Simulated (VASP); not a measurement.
A run of VASP 6.6.1 is set up as follows.

INCAR

```
PREC     = Accurate       # precision mode
ENCUT    = 520            # plane-wave cutoff, eV
EDIFF    = 1E-6           # SCF threshold, eV
ISMEAR   = -1             # smearing method
SIGMA    = 0.05           # smearing width, eV
LREAL    = False          # projectors in reciprocal space
LASPH    = True           # aspherical terms in the spheres
NELM     = 150            # most SCF steps
ALGO     = Fast           # electronic algorithm
ISIF     = 2              # what is computed and relaxed
LWAVE    = False          # write WAVECAR
LCHARG   = False          # write CHGCAR
ISPIN    = 2              # spin polarisation
MAGMOM   = 0 0 4          # initial moments
LORBIT   = 11             # projections on sites
LMAXMIX  = 6              # l up to which the mixer works
GGA      = PE             # functional
NBANDS   = 30             # bands
```

Contents of KPOINTS:

```
regular mesh
0
Gamma
  6 6 6
```

The input POSCAR:

```
LaMnIn
1.0
    4.6852075701      0.0000000000      0.0000000000
   -2.3426037850      4.0575087777      0.0000000000
    0.0000000000      0.0000000000      4.0965590000
La In Mn
1 1 1
Direct
    0.0000000000      0.0000000000      0.0000000000
    0.3333333333      0.6666666667      0.5000000000
    0.6666666667      0.3333333333      0.5000000000
```

Potentials or basis: VASP PAW PBE potentials, release 64 (La, In_d, Mn_pv).

Launch:

```bash
$ cat potpaw_PBE.64/La/POTCAR potpaw_PBE.64/In_d/POTCAR potpaw_PBE.64/Mn_pv/POTCAR > POTCAR
$ mpirun -np 1 vasp_std > vasp.out
```

Task: Estimate the pressure.

Result: 2.0 GPa.

Task: What does it give for the site moments?

Result: La -0.17; In -0.09; Mn +3.65 μB.

Task: Predict the net moment.

Result: 3.26 μB per cell.

Stress tensor (GPa, compression positive):
```
2.80 0.00 0.00
0.00 2.80 0.00
0.00 0.00 0.45
```
